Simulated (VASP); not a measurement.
# TlGa7Sb8 (a cell with a defect) in VASP: single point with r2SCAN

Aim: the single point of TlGa7Sb8 (a cell with a defect) with r2SCAN.

Everything below comes from runs of VASP 6.6.1. Logs are shortened: lines on timing, memory, paths and dates and some standing lists are left out, and cuts for length are marked.

## Step 1: The cell of the first run

The cell holds a defect, 16 atoms: a = 8.652 Å, b = 8.652 Å, c = 8.652 Å, α = 60.00°, β = 60.00°, γ = 60.00°.

## Step 2: Single point, r2SCAN

POSCAR

```
TlGa7Sb8
1.0
    0.0000000000      6.1180000000      6.1180000000
    6.1180000000      0.0000000000      6.1180000000
    6.1180000000      6.1180000000      0.0000000000
Tl Sb Ga
1 8 7
Direct
    0.0000000000      0.0000000000      0.0000000000
    0.1250000000      0.1250000000      0.1250000000
    0.1250000000      0.1250000000      0.6250000000
    0.1250000000      0.6250000000      0.1250000000
    0.1250000000      0.6250000000      0.6250000000
    0.6250000000      0.1250000000      0.1250000000
    0.6250000000      0.1250000000      0.6250000000
    0.6250000000      0.6250000000      0.1250000000
    0.6250000000      0.6250000000      0.6250000000
    0.0000000000      0.0000000000      0.5000000000
    0.0000000000      0.5000000000      0.0000000000
    0.0000000000      0.5000000000      0.5000000000
    0.5000000000      0.0000000000      0.0000000000
    0.5000000000      0.0000000000      0.5000000000
    0.5000000000      0.5000000000      0.0000000000
    0.5000000000      0.5000000000      0.5000000000
```

INCAR.step1

```
PREC = Accurate ; ENCUT = 440
ISMEAR = -1 ; SIGMA = 0.05
LREAL = F ; LASPH = T
NELM = 120 ; NBANDS = 86
GGA = PE ; ALGO = Normal
EDIFF = 1E-5 ; LWAVE = T
LCHARG = F ; GGA_COMPAT = F
```

INCAR.step2

```
PREC = Accurate ; ENCUT = 440
EDIFF = 1E-6 ; ISMEAR = -1
SIGMA = 0.05 ; LREAL = F
LASPH = T ; NELM = 120
ALGO = Normal ; ISIF = 2
LWAVE = F ; LCHARG = F
METAGGA = R2SCAN ; LMIXTAU = T
NBANDS = 86 ; ISTART = 1
GGA_COMPAT = F
```

KPOINTS

```
Automatic mesh
0
Gamma
  2 2 2
```

Potentials or basis: VASP PAW PBE potentials, release 64 (Tl_d, Sb, Ga_d).

Run with:

```
> cat potpaw_PBE.64/Tl_d/POTCAR potpaw_PBE.64/Sb/POTCAR potpaw_PBE.64/Ga_d/POTCAR > POTCAR
> cp INCAR.step1 INCAR
> mpirun -np 1 vasp_std > vasp.out
> cp INCAR.step2 INCAR
> mpirun -np 1 vasp_std > vasp.out
```

OUTCAR:

```text
PREC = Accurate
   ENCUT = 440
   EDIFF = 1E-6
   ISMEAR = -1
   LREAL = F
   LASPH = T
   NELM = 120
   ISIF = 2
   METAGGA = R2SCAN
   ISTART = 1

 ion  position               nearest neighbor table
   1  0.000  0.000  0.000-   3 2.65   4 2.65   6 2.65   2 2.65
   2  0.125  0.125  0.125-  10 2.65  11 2.65  13 2.65   1 2.65
   3  0.125  0.125  0.625-   1 2.65  12 2.65  14 2.65  10 2.65
   4  0.125  0.625  0.125-   1 2.65  12 2.65  15 2.65  11 2.65
   5  0.125  0.625  0.625-  10 2.65  11 2.65  16 2.65  12 2.65
   6  0.625  0.125  0.125-   1 2.65  14 2.65  15 2.65  13 2.65
[... 8 lines left out ...]
  15  0.500  0.500  0.000-   4 2.65   6 2.65   9 2.65   8 2.65
  16  0.500  0.500  0.500-   5 2.65   7 2.65   8 2.65   9 2.65

  LATTYP: Found a face centered cubic cell.
 ALAT       =    12.2360000000

  Lattice vectors:

 A1 = (   0.0000000000,   6.1180000000,   6.1180000000)
 A2 = (   6.1180000000,   0.0000000000,   6.1180000000)
 A3 = (   6.1180000000,   6.1180000000,   0.0000000000)

Analysis of symmetry for initial positions (statically):
=====================================================================
 Subroutine PRICEL returns:
 Original cell was already a primitive cell.

 Routine SETGRP: Setting up the symmetry group for a
 face centered cubic supercell.

 Subroutine GETGRP returns: Found 24 space group operations
 (whereof 24 operations were pure point group operations)
 out of a pool of 48 trial point group operations.

The static configuration has the point symmetry T_d .

Analysis of symmetry for dynamics (positions and initial velocities):
=====================================================================
 Subroutine PRICEL returns:
 Original cell was already a primitive cell.

 Routine SETGRP: Setting up the symmetry group for a
 face centered cubic supercell.

 Subroutine GETGRP returns: Found 24 space group operations
 (whereof 24 operations were pure point group operations)
 out of a pool of 48 trial point group operations.

The dynamic configuration has the point symmetry T_d .

 Subroutine INISYM returns: Found 24 space group operations
 (whereof 24 operations are pure point group operations),
 and found     1 'primitive' translations

----------------------------------------------------------------------------------------

[... 100 lines left out ...]
   EDIFFG = 0.1E-04   stopping-criterion for IOM
   NSW    =      0    number of steps for IOM
   IBRION =     -1    ionic relax: 0-MD 1-quasi-New 2-CG
   NFREE  =      0    steps in history (QN), initial steepest desc. (CG)
   ISIF   =      2    stress and relaxation
   ISYM   =      2    0-nonsym 1-usesym 2-fastsym
   POTIM  = 0.5000    time-step for ionic-motion
   TEBEG  =    0.0;   TEEND  =   0.0 temperature during run
   PSTRESS=    0.0 pullay stress
   NELECT =     144.0000    total number of electrons
   NUPDOWN=      -1.0000    fix difference up-down
   EMIN   =  10.00;   EMAX   =-10.00  energy-range for DOS
   EFERMI =   0.00;   METHOD = LEGACY
   ISMEAR =    -1;   SIGMA  =   0.05  broadening in eV -4-tet -1-fermi 0-gaus
   EFERMI_NEDOS =   21; number of points for ismear=-14 and -15
   IALGO  =     38    algorithm
   IMIX   =      4    mixing-type and parameters
     AMIX     =   0.40;   BMIX     =  1.00
     AMIX_MAG =   1.60;   BMIX_MAG =  1.00
  volume/ion in A,a.u.               =      28.62       193.17
  Fermi-wavevector in a.u.,A,eV,Ry     =   1.113208  2.103657 16.860766  1.239231
  Thomas-Fermi vector in A             =   2.249790
   LORBIT       =      0    0 simple, 1 ext, 2 COOP (PROOUT), +10 PAW based schemes
   METAGGA = R2SCAN    functional components
   LHFCALC =     F    Hartree Fock is set to
   AEXX    =    0.0000 exact exchange contribution
   IVDW    =     0    specifies the selected vdW correction
   LEPSILON=     F    determine dielectric tensor
   LRPA    =     F    only Hartree local field effects (RPA)
 non-spin polarized calculation
  energy-cutoff  :      440.00
  volume of cell :      457.99
 maximum number of plane-waves:      9608
 NGX is ok and might be reduce to    60
   NGX = 29   NGY = 29   NGZ = 29

 number of electron     144.0000023 magnetization

 Free energy of the ion-electron system (eV)
  ---------------------------------------------------
  ext. energy  EPLUGINS =         0.00000000
  ---------------------------------------------------
  free energy    TOTEN  =      -339.67006859 eV

  energy without entropy =     -339.66395183  energy(sigma->0) =     -339.66701021

 E-fermi :   5.2745     XC(G=0):  -9.7711

 val. band max:        5.0745438294   @ k =   0.0000   0.0000   0.0000
 cond. band min:       5.4189339549   @ k =   0.0000   0.0000   0.0000
 fundamental gap:      0.3443901255
 Fermi energy:         5.2744562512

 k-point     1 :       0.0000    0.0000    0.0000
  band No.  band energies     occupation
      1     -10.5924      2.00000
      2     -10.5924      2.00000
      3     -10.5924      2.00000
      4     -10.5775      2.00000
      5     -10.5670      2.00000
      6     -10.5670      2.00000
[... 250 lines left out ...]
     83       9.5985      0.00000
     84       9.5985      0.00000
 [bands above 84 left out]

------------------------ aborting loop because EDIFF is reached ----------------------------------------

  FORCE on cell =-STRESS in cart. coord.  units (eV):
  Direction    XX          YY          ZZ          XY          YZ          ZX
  --------------------------------------------------------------------------------------
  -------------------------------------------------------------------------------------
  Total        8.2418174      8.2418174      8.2418174      0.0000000      0.0000000      0.0000000
  in kB       28.8320256     28.8320256     28.8320256      0.0000000      0.0000000      0.0000000
  external PRESSURE =      28.8320256 kB  Pullay stress =       0.0000000 kB

 VOLUME and BASIS-vectors are now :
 -----------------------------------------------------------------------------
  energy-cutoff  :      440.00
  volume of cell :      457.99
      direct lattice vectors                 reciprocal lattice vectors
     0.000000000  6.118000000  6.118000000    -0.081726054  0.081726054  0.081726054
     6.118000000  0.000000000  6.118000000     0.081726054 -0.081726054  0.081726054
     6.118000000  6.118000000  0.000000000     0.081726054  0.081726054 -0.081726054

 POSITION                                       TOTAL-FORCE (eV/Angst)
 -----------------------------------------------------------------------------------
      0.00000      0.00000      0.00000         0.000000      0.000000      0.000000
      1.52950      1.52950      1.52950         0.988994      0.988994      0.988994
      4.58850      4.58850      1.52950        -0.988994     -0.988994      0.988994
      4.58850      1.52950      4.58850        -0.988994      0.988994     -0.988994
      7.64750      4.58850      4.58850        -0.000978      0.000978      0.000978
      1.52950      4.58850      4.58850         0.988994     -0.988994     -0.988994
[... 8 lines left out ...]
      3.05900      3.05900      6.11800         0.000000      0.000000     -0.062910
      6.11800      6.11800      6.11800         0.000000      0.000000      0.000000
 -----------------------------------------------------------------------------------
    total drift:                               -0.000013     -0.000013     -0.000017

  FREE ENERGIE OF THE ION-ELECTRON SYSTEM (eV)
  ---------------------------------------------------
  free  energy   TOTEN  =      -339.6700685919 eV

  energy  without entropy=     -339.6639518293  energy(sigma->0) =     -339.66701021
```

OSZICAR.step1:

```text
N       E                     dE             d eps       ncg     rms          rms(c)
DAV:   1     0.133607216178E+04    0.13361E+04   -0.53824E+04   532   0.185E+03
DAV:   2     0.180761632361E+03   -0.11553E+04   -0.11203E+04   572   0.540E+02
DAV:   3    -0.352743738397E+02   -0.21604E+03   -0.20471E+03   584   0.174E+02
DAV:   4    -0.549393515944E+02   -0.19665E+02   -0.18788E+02   656   0.498E+01
DAV:   5    -0.556338702362E+02   -0.69452E+00   -0.68594E+00   720   0.982E+00    0.120E+01
DAV:   6    -0.551284342403E+02    0.50544E+00   -0.10889E+00   728   0.656E+00    0.735E+00
DAV:   7    -0.550194290251E+02    0.10901E+00   -0.84960E-01   560   0.316E+00    0.128E+00
DAV:   8    -0.550244994563E+02   -0.50704E-02   -0.13504E-01   570   0.222E+00    0.317E-01
DAV:   9    -0.550278533623E+02   -0.33539E-02   -0.16950E-02   640   0.103E+00    0.196E-01
DAV:  10    -0.550295657270E+02   -0.17124E-02   -0.29292E-03   628   0.448E-01    0.640E-02
DAV:  11    -0.550301446332E+02   -0.57891E-03   -0.91388E-04   600   0.175E-01    0.272E-02
DAV:  12    -0.550302526810E+02   -0.10805E-03   -0.33035E-04   612   0.875E-02    0.205E-02
DAV:  13    -0.550302569257E+02   -0.42447E-05   -0.59967E-05   480   0.515E-02
   1 F= -.55030257E+02 E0= -.55015991E+02  d E =-.285327E-01
```

Wall time 6.3 min (1 thread of Intel Xeon Platinum 8488C (Sapphire Rapids), shared host); peak memory 0.57 GiB.

What came out:

| Quantity | Value |
| --- | --- |
| Free energy | -339.6701 eV |
| Pressure | 2.9 GPa |
| Largest force | 1.713 eV/Å |
| Band gap on the k mesh | 0.34 eV |

Forces in eV/Å, atoms in the order of the input:
```
Tl   0.000  0.000  0.000
Sb   0.989  0.989  0.989
Sb  -0.989 -0.989  0.989
Sb  -0.989  0.989 -0.989
Sb  -0.001  0.001  0.001
Sb   0.989 -0.989 -0.989
Sb   0.001 -0.001  0.001
Sb   0.001  0.001 -0.001
Sb  -0.001 -0.001 -0.001
Ga   0.000  0.000  0.063
Ga   0.000  0.063  0.000
Ga  -0.063  0.000  0.000
Ga   0.063  0.000  0.000
Ga   0.000 -0.063  0.000
Ga   0.000  0.000 -0.063
Ga   0.000  0.000  0.000
```

Caveat: the k points lie up to 0.44 Å⁻¹ apart; the PAW data sets were made with another functional, which shifts forces and pressure a little; spin-orbit coupling is left out, which moves the levels of the heavy elements.
